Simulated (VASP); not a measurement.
# LiAl32 (a cell with a defect) in VASP: single point with PBE

Aim: the single point of LiAl32 (a cell with a defect) with PBE.

Everything below comes from runs of VASP 6.6.1. Logs are shortened: lines on timing, memory, paths and dates and some standing lists are left out, and cuts for length are marked.

## 1. The cell of the first run

The cell holds a defect, 33 atoms: a = 8.100 Å, b = 8.100 Å, c = 8.100 Å, α = 90.00°, β = 90.00°, γ = 90.00°.

## 2. Single point, PBE

The input, INCAR:

```
ALGO = Normal
EDIFF = 1E-6
ENCUT = 520
GGA = PE
ISIF = 2
ISMEAR = 0
LASPH = T
LCHARG = T
LELF = T
LREAL = Auto
LVHAR = T
LWAVE = F
NBANDS = 72
NELM = 80
PREC = Accurate
SIGMA = 0.1
```

The input, KPOINTS:

```
k-points
0
Gamma
  3 3 3
```

The input, POSCAR:

```
LiAl32
1.0
    8.1000000000      0.0000000000      0.0000000000
    0.0000000000      8.1000000000      0.0000000000
    0.0000000000      0.0000000000      8.1000000000
Al Li
32 1
Direct
    0.5029519753     -0.0010350617     -0.0025362963
    0.7608476543      0.2481904938     -0.0026091358
    0.7408827160      0.0057917284      0.2602338272
    0.0035074074      0.0015592593     -0.0025085185
    0.2471964198      0.2481646914     -0.0025680247
    0.5037490123      0.5000422222     -0.0026075309
    0.7581032099      0.7575762963     -0.0024776543
    0.2646254321      0.0037472840      0.2583104938
    0.5031330864      0.2622260494      0.2205964198
    0.7589922222      0.5024470370      0.2417241975
    0.5001108642     -0.1058183951      0.4976625926
    0.7834651852      0.2656404938      0.4975295062
    0.7409762963      0.0056712346      0.7347376543
    0.0038327160      0.5028182716     -0.0025343210
    0.2478583951      0.7558369136     -0.0024629630
    0.0049741975      0.2482892593      0.2407307407
    0.2485118519      0.5022804938      0.2427822222
    0.5035345679      0.7373791358      0.2236067901
    0.0023014815     -0.0000612346      0.4974677778
    0.2305092593      0.2599248148      0.4975564198
    0.5028377778      0.5052958025      0.4974711111
    0.7757017284      0.7374101235      0.4974235802
    0.2644288889      0.0036069136      0.7367895062
    0.5031007407      0.2620272840      0.7739714815
    0.7589450617      0.5024814815      0.7531934568
    0.0020253086      0.7569970370      0.2420646914
    0.0058202469      0.5004551852      0.4974432099
    0.2267939506      0.7388839506      0.4974829630
    0.0049365432      0.2482738272      0.7542135802
    0.2484990123      0.5023046914      0.7521841975
    0.5034774074      0.7373612346      0.7714939506
    0.0020056790      0.7569362963      0.7528998765
    0.5103277778      0.1724687654      0.4971041975
```

Potentials or basis: VASP PAW PBE potentials, release 64 (Al, Li_sv).

Launch:

```bash
$ cat potpaw_PBE.64/Al/POTCAR potpaw_PBE.64/Li_sv/POTCAR > POTCAR
$ mpirun -np 1 vasp_std > vasp.out
```

OUTCAR:

```text
EDIFF = 1E-6
   ENCUT = 520
   GGA = PE
   ISIF = 2
   ISMEAR = 0
   LASPH = T
   LREAL = Auto
   NELM = 80
   PREC = Accurate

 ion  position               nearest neighbor table
   1  0.503  0.999  0.997-   9 2.80  24 2.80  31 2.80  18 2.80   7 2.85  15 2.85   8 2.86  23 2.86
                             3 2.87  13 2.87   5 2.89   2 2.90
   2  0.761  0.248  0.997-   9 2.76  24 2.77  29 2.79  16 2.79   4 2.80  14 2.85  25 2.86  10 2.86
                            13 2.90   3 2.90   1 2.90   6 2.92
   3  0.741  0.006  0.260-   9 2.85  19 2.86  12 2.87   1 2.87  11 2.88   2 2.90  16 2.91  22 2.91
                            18 2.92  26 2.93   7 2.93   4 3.01
   4  0.004  0.002  0.997-  26 2.80  32 2.80   2 2.80   7 2.80  16 2.81  29 2.81  15 2.81   5 2.81
                            23 2.99   8 2.99  13 3.01   3 3.01
   5  0.247  0.248  0.997-   9 2.75  24 2.75  29 2.78  16 2.78   4 2.81  14 2.85  30 2.86  17 2.86
                             1 2.89  23 2.90   8 2.90   6 2.91
   6  0.504  0.500  0.997-   9 2.64  24 2.64  31 2.65  18 2.66  25 2.86  10 2.86  30 2.87  17 2.87
                             5 2.91   2 2.92  15 2.93   7 2.93
   7  0.758  0.758  0.998-  18 2.76  31 2.76  26 2.80  32 2.80   4 2.80   1 2.85  10 2.86  25 2.86
                            14 2.87  13 2.93   3 2.93   6 2.93
   8  0.265  0.004  0.258-  20 2.85  11 2.86   1 2.86   9 2.87  19 2.88  16 2.89   5 2.90  28 2.91
                            18 2.91  15 2.92  26 2.92   4 2.99
   9  0.503  0.262  0.221-  33 2.36   6 2.64   5 2.75   2 2.76   1 2.80  17 2.84  10 2.85   3 2.85
[... 9 lines left out ...]
  14  0.004  0.503  0.997-  10 2.80  25 2.80  30 2.81  17 2.81  15 2.85   2 2.85  16 2.85  29 2.85
                             5 2.85  32 2.86  26 2.86   7 2.87
  15  0.248  0.756  0.998-  31 2.77  18 2.77   4 2.81  26 2.81  32 2.81  14 2.85   1 2.85  17 2.86
                            30 2.86  23 2.92   8 2.92   6 2.93
  16  0.005  0.248  0.241-  12 2.75  20 2.77   5 2.78   2 2.79   4 2.81  17 2.85  14 2.85  10 2.86
                             8 2.89  19 2.89   3 2.91  27 2.91
  17  0.249  0.502  0.243-  14 2.81  18 2.81  28 2.82   9 2.84  27 2.85  16 2.85  20 2.85  15 2.86
                             5 2.86   6 2.87  26 2.87  21 2.92
  18  0.504  0.737  0.224-  11 2.56   6 2.66   7 2.76  15 2.77   1 2.80  17 2.81  10 2.82  21 2.91
                             8 2.91   3 2.92  22 3.13  28 3.15
  19  0.002  1.000  0.497-  12 2.79  28 2.79  20 2.80  22 2.81  26 2.86  32 2.86  13 2.86   3 2.86
                            23 2.88   8 2.88  29 2.89  16 2.89
  20  0.231  0.260  0.498-  33 2.37  27 2.67  29 2.77  16 2.77  19 2.80  30 2.85  17 2.85   8 2.85
                            23 2.85  21 2.97  24 3.14   9 3.15
  21  0.503  0.505  0.497-  33 2.70  22 2.90  18 2.91  31 2.91  17 2.92  30 2.92  28 2.93  25 2.93
                            10 2.93  20 2.97  24 2.98   9 2.98  12 2.99  11 3.15
  22  0.776  0.737  0.497-  11 2.57  27 2.68  26 2.77  32 2.77  19 2.81  10 2.82  25 2.82  21 2.90
                            13 2.91   3 2.91  18 3.13  31 3.13
  23  0.264  0.004  0.737-  20 2.85  11 2.86   1 2.86  24 2.87  19 2.88  29 2.89   5 2.90  28 2.91
                            31 2.91  15 2.92  32 2.92   4 2.99
  24  0.503  0.262  0.774-  33 2.36   6 2.64   5 2.75   2 2.77   1 2.80  30 2.84  25 2.85  13 2.85
                            23 2.87  21 2.98  20 3.14  12 3.19
  25  0.759  0.502  0.753-  14 2.80  31 2.81  22 2.82  12 2.83  24 2.85  32 2.85   2 2.86   6 2.86
                             7 2.86  29 2.87  27 2.88  21 2.93
  26  0.002  0.757  0.242-  28 2.76  22 2.77   7 2.80   4 2.80  15 2.81  10 2.85  19 2.86  14 2.86
                            17 2.87   8 2.92   3 2.93  27 2.93
  27  0.006  0.500  0.497-  12 2.62  28 2.63  20 2.67  22 2.68  17 2.85  30 2.85  10 2.88  25 2.88
                            16 2.91  29 2.92  26 2.93  32 2.93
  28  0.227  0.739  0.497-  11 2.55  27 2.63  26 2.76  32 2.76  19 2.79  30 2.82  17 2.82  23 2.91
                             8 2.91  21 2.93  18 3.15  31 3.15
  29  0.005  0.248  0.754-  12 2.75  20 2.77   5 2.78   2 2.79   4 2.81  30 2.85  14 2.85  25 2.87
                            23 2.89  19 2.89  13 2.91  27 2.92
  30  0.248  0.502  0.752-  14 2.81  31 2.81  28 2.82  24 2.84  27 2.85  29 2.85  20 2.85  15 2.86
                             5 2.86   6 2.87  32 2.87  21 2.92
  31  0.503  0.737  0.771-  11 2.56   6 2.65   7 2.76  15 2.77   1 2.80  30 2.81  25 2.81  21 2.91
                            23 2.91  13 2.92  22 3.13  28 3.15
  32  0.002  0.757  0.753-  28 2.76  22 2.77   7 2.80   4 2.80  15 2.81  25 2.85  19 2.86  14 2.86
                            30 2.87  23 2.92  13 2.92  27 2.93
  33  0.510  0.172  0.497-  11 2.26  12 2.34   9 2.36  24 2.36  20 2.37  21 2.70

  LATTYP: Found a simple cubic cell.
 ALAT       =     8.1000000000

  Lattice vectors:

 A1 = (   8.1000000000,   0.0000000000,   0.0000000000)
 A2 = (   0.0000000000,   8.1000000000,   0.0000000000)
 A3 = (   0.0000000000,   0.0000000000,   8.1000000000)

Analysis of symmetry for initial positions (statically):
=====================================================================
 Subroutine PRICEL returns:
 Original cell was already a primitive cell.

 Routine SETGRP: Setting up the symmetry group for a
 simple cubic supercell.

 Subroutine GETGRP returns: Found  1 space group operations
 (whereof  1 operations were pure point group operations)
[... 129 lines left out ...]
 ===========================================

 Found     14 irreducible k-points:

 Following reciprocal coordinates:
            Coordinates               Weight
  0.000000  0.000000  0.000000      1.000000
  0.333333  0.000000  0.000000      2.000000
  0.000000  0.333333  0.000000      2.000000
  0.000000  0.000000  0.333333      2.000000
  0.333333  0.333333  0.000000      2.000000
  0.000000  0.333333  0.333333      2.000000
  0.333333  0.000000  0.333333      2.000000
 -0.333333  0.333333  0.000000      2.000000
 -0.333333  0.000000  0.333333      2.000000
  0.000000 -0.333333  0.333333      2.000000
  0.333333  0.333333  0.333333      2.000000
 -0.333333  0.333333  0.333333      2.000000
 -0.333333 -0.333333  0.333333      2.000000
  0.333333 -0.333333  0.333333      2.000000
   k-points           NKPTS =     14   k-points in BZ     NKDIM =     14   number of bands    NBANDS=     72
   number of dos      NEDOS =    301   number of ions     NIONS =     33
   total plane-waves  NPLWV = 216000
   dimension x,y,z NGX =    60 NGY =   60 NGZ =   60
   dimension x,y,z NGXF=   120 NGYF=  120 NGZF=  120
   ions per type =              32   1
   NGX,Y,Z   is equivalent  to a cutoff of  12.31, 12.31, 12.31 a.u.
   NGXF,Y,Z  is equivalent  to a cutoff of  24.63, 24.63, 24.63 a.u.
 SYSTEM =  unknown system
   PREC   = accura    normal or accurate (medium, high low for compatibility)
   ISTART =      0    job   : 0-new  1-cont  2-samecut
   ICHARG =      2    charge: 1-file 2-atom 10-const
   ISPIN  =      1    spin polarized calculation?
   LNONCOLLINEAR =      F non collinear calculations
   LSORBIT =      F    spin-orbit coupling
   LASPH  =      T    aspherical Exc in radial PAW
   ENCUT  =  520.0 eV  38.22 Ry    6.18 a.u.  15.06 15.06 15.06*2*pi/ulx,y,z
   NELM   =     80;   NELMIN=  2; NELMDL= -5     # of ELM steps
   EDIFF  = 0.1E-05   stopping-criterion for ELM
   LREAL  =      T    real-space projection
   EDIFFG = 0.1E-04   stopping-criterion for IOM
   NSW    =      0    number of steps for IOM
[... 5 lines left out ...]
   TEBEG  =    0.0;   TEEND  =   0.0 temperature during run
   PSTRESS=    0.0 pullay stress
   NELECT =      99.0000    total number of electrons
   NUPDOWN=      -1.0000    fix difference up-down
   EMIN   =  10.00;   EMAX   =-10.00  energy-range for DOS
   EFERMI =   0.00;   METHOD = LEGACY
   ISMEAR =     0;   SIGMA  =   0.10  broadening in eV -4-tet -1-fermi 0-gaus
   EFERMI_NEDOS =   21; number of points for ismear=-14 and -15
   IALGO  =     38    algorithm
   IMIX   =      4    mixing-type and parameters
     AMIX     =   0.40;   BMIX     =  1.00
     AMIX_MAG =   1.60;   BMIX_MAG =  1.00
  volume/ion in A,a.u.               =      16.10       108.68
  Fermi-wavevector in a.u.,A,eV,Ry     =   0.934978  1.766853 11.894002  0.874184
  Thomas-Fermi vector in A             =   2.061839
   LORBIT       =      0    0 simple, 1 ext, 2 COOP (PROOUT), +10 PAW based schemes
   GGA     = PE    functional components
   LHFCALC =     F    Hartree Fock is set to
   AEXX    =    0.0000 exact exchange contribution
   IVDW    =     0    specifies the selected vdW correction
   LEPSILON=     F    determine dielectric tensor
   LRPA    =     F    only Hartree local field effects (RPA)
 non-spin polarized calculation
 Gauss-broadening in eV      SIGMA  =   0.10
  energy-cutoff  :      520.00
  volume of cell :      531.44
 maximum number of plane-waves:     14358
   NGX = 31   NGY = 31   NGZ = 31

 number of electron      99.0000000 magnetization

 Free energy of the ion-electron system (eV)
  ---------------------------------------------------
  ext. energy  EPLUGINS =         0.00000000
  ---------------------------------------------------
  free energy    TOTEN  =      -120.46179222 eV

  energy without entropy =     -120.43033773  energy(sigma->0) =     -120.44606497

 E-fermi :   7.9418     XC(G=0): -10.2145

 val. band max:        7.9308832741   @ k =   0.0000   0.3333   0.0000
 cond. band min:       7.9420566182   @ k =   0.0000   0.3333   0.0000
 fundamental gap:      0.0111733441
 Fermi energy:         7.9418459072

 k-point     1 :       0.0000    0.0000    0.0000
  band No.  band energies     occupation
      1     -37.9117      2.00000
      2      -3.1315      2.00000
      3      -1.1409      2.00000
      4      -1.0741      2.00000
      5      -0.8503      2.00000
      6      -0.8492      2.00000
[... 885 lines left out ...]
     60       9.7215      0.00000
     61       9.8097      0.00000
 [bands above 61 left out]

------------------------ aborting loop because EDIFF is reached ----------------------------------------

  FORCE on cell =-STRESS in cart. coord.  units (eV):
  Direction    XX          YY          ZZ          XY          YZ          ZX
  --------------------------------------------------------------------------------------
  -------------------------------------------------------------------------------------
  Total       10.6128708      8.8037027     10.5865921      0.4661758     -0.0302105      0.0019497
  in kB       31.9954634     26.5412206     31.9162387      1.4054170     -0.0910781      0.0058780
  external PRESSURE =      30.1509742 kB  Pullay stress =       0.0000000 kB

 VOLUME and BASIS-vectors are now :
 -----------------------------------------------------------------------------
  energy-cutoff  :      520.00
  volume of cell :      531.44
      direct lattice vectors                 reciprocal lattice vectors
     8.100000000  0.000000000  0.000000000     0.123456790  0.000000000  0.000000000
     0.000000000  8.100000000  0.000000000     0.000000000  0.123456790  0.000000000
     0.000000000  0.000000000  8.100000000     0.000000000  0.000000000  0.123456790

 POSITION                                       TOTAL-FORCE (eV/Angst)
 -----------------------------------------------------------------------------------
      4.07391      8.09162      8.07946         0.010133     -0.016667     -0.002992
      6.16287      2.01034      8.07887         0.003371     -0.009255      0.000427
      6.00115      0.04691      2.10789        -0.008949     -0.006308      0.017414
      0.02841      0.01263      8.07968        -0.004598     -0.009694     -0.000925
      2.00229      2.01013      8.07920        -0.011477     -0.003762     -0.000966
      4.08037      4.05034      8.07888         0.000591      0.019556     -0.003323
[... 25 lines left out ...]
      0.01625      6.13118      6.09849         0.007202     -0.003738     -0.006418
      4.13366      1.39700      4.02654        -0.057666      0.087600      0.000671
 -----------------------------------------------------------------------------------
    total drift:                               -0.001122     -0.004558     -0.020893

  FREE ENERGIE OF THE ION-ELECTRON SYSTEM (eV)
  ---------------------------------------------------
  free  energy   TOTEN  =      -120.4617922179 eV

  energy  without entropy=     -120.4303377303  energy(sigma->0) =     -120.44606497
```

Run time: 22 min. Hardware: 1 thread of Intel Xeon 8259CL, shared host; peak memory 0.63 GiB.

What came out:

```yaml
Free_energy: -120.4618 eV
Largest_force: 0.105 eV/Å
Band_gap_on_the_k_mesh: zero (an odd number of electrons rules out a gap without spin polarisation)
```

Forces on the atoms (eV/Å):
```
Al   0.010 -0.017 -0.003
Al   0.003 -0.009  0.000
Al  -0.009 -0.006  0.017
Al  -0.005 -0.010 -0.001
Al  -0.011 -0.004 -0.001
Al   0.001  0.020 -0.003
Al   0.001 -0.001  0.002
Al   0.007  0.004  0.003
Al  -0.006  0.000 -0.039
Al   0.000 -0.015  0.003
Al   0.039  0.056 -0.001
Al   0.027 -0.038 -0.004
Al  -0.009 -0.001 -0.015
Al  -0.001  0.001  0.001
Al   0.003  0.002  0.001
Al  -0.009 -0.005 -0.007
Al  -0.004 -0.002 -0.008
Al  -0.003 -0.006  0.022
Al   0.022 -0.027 -0.004
Al  -0.053  0.017  0.001
Al   0.010 -0.017  0.001
Al  -0.001 -0.015  0.004
Al   0.008  0.006 -0.003
Al  -0.007  0.002  0.038
Al   0.003 -0.013 -0.004
Al   0.006 -0.003  0.005
Al  -0.016  0.019  0.001
Al   0.062 -0.014  0.004
Al  -0.009 -0.004  0.007
Al  -0.008  0.001  0.011
Al  -0.002 -0.005 -0.024
Al   0.007 -0.004 -0.006
Li  -0.058  0.088  0.001
```

Caveat: the cutoff is under 1.25 times the usual one of these potentials, so pressure, stress and relaxed cells hold a basis-set (Pulay) error.
